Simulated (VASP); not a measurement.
**NbP: relaxation of cell and atoms with PBE**

The system is NbP.

```
Nb P
1.0
     0.00000    3.32687    0.00000
     3.32687    0.00000    0.00000
     1.66343    1.66343   -5.69319
Nb P
2 2
Direct
  0.00000 0.00000 0.00000
  0.75000 0.25000 0.50000
  0.50000 0.50000 0.00000
  0.25000 0.75000 0.50000
```

- Program: VASP 6.6.1
- Task: relaxation of cell and atoms
- Functional: PBE
- Potentials or basis: VASP PAW PBE potentials, release 64 (Nb_sv, P)
- Cutoff: 600 eV
- k mesh: 6 × 6 × 6
- Occupations: fermi-dirac, width 0.1 eV
- Spin: no spin polarisation
- Dipole correction: no
- Further INCAR settings: ALGO = Normal; EDIFF = 1e-06; IBRION = 2; EDIFFG = -0.01; NSW = 60; ISIF = 3

* Relaxed volume: 16.04 Å³/atom
* Relaxed cell: a = 3.505 Å, b = 3.505 Å, c = 5.781 Å, α = 72.35°, β = 72.35°, γ = 90.00°
* Space group after relaxing (to 0.05 Å): I4_1/amd (No. 141)
* Energy gained by relaxing: 201.0 meV/atom
* Ionic steps: 10
* Pressure after relaxing: 0.0 GPa
* Band gap on the k mesh: zero (band 18 reaches 11.20 eV, above the bottom of band 19 at 10.30 eV)

The path:
```tsv
step	energy change (eV)	largest force (eV/Å)	pressure (GPa)	volume (Å³)
1	0.0000	0.0000	18.47	63.01
2	0.8763	0.0000	-24.25	80.07
3	-0.6375	0.0000	-6.00	69.03
4	-0.6416	0.0000	-4.76	68.62
5	-0.6417	0.0000	-4.41	68.50
6	-0.7879	0.0000	-1.26	65.30
7	-0.8032	0.0000	0.40	64.15
8	-0.8034	0.0000	0.60	64.00
9	-0.8029	0.0000	-0.81	64.40
10	-0.8040	0.0000	-0.01	64.17
```

Final structure:
```
CELL_PARAMETERS angstrom
0.00000 3.50518 0.00000
3.50518 0.00000 0.00000
1.75259 1.75259 -5.22297
ATOMIC_POSITIONS crystal
Nb 0.00000 0.00000 0.00000
Nb 0.75000 0.25000 0.50000
P 0.50000 0.50000 0.00000
P 0.25000 0.75000 0.50000
```

Levels at points of the mesh, in eV from the Fermi level:
| k point | band 15 | band 16 | band 17 | band 18 | band 19 | band 20 | band 21 | band 22 |
| --- | --- | --- | --- | --- | --- | --- | --- | --- |
| (0.00, 0.00, 0.00) | -1.72 | -1.40 | -1.40 | -0.72 | -0.72 | 0.21 | 1.26 | 1.26 |
| (0.50, 0.00, 0.00) | -3.88 | -1.77 | -0.08 | 0.12 | 1.56 | 2.00 | 2.05 | 2.43 |
| (0.50, 0.50, 0.00) | -2.44 | -2.44 | -1.45 | -1.45 | 1.84 | 1.84 | 1.95 | 1.95 |
| (0.00, 0.00, 0.50) | -1.77 | -1.77 | -1.14 | -1.14 | -0.28 | -0.28 | 0.20 | 0.20 |

It took 2.6 min on 1 thread of Intel(R) Xeon(R) 6975P-C (Granite Rapids), on a shared host, peak memory 0.22 GiB.

PBE usually gives volumes a little too large and moduli too small. Zero-point motion and thermal expansion aren't in these numbers.
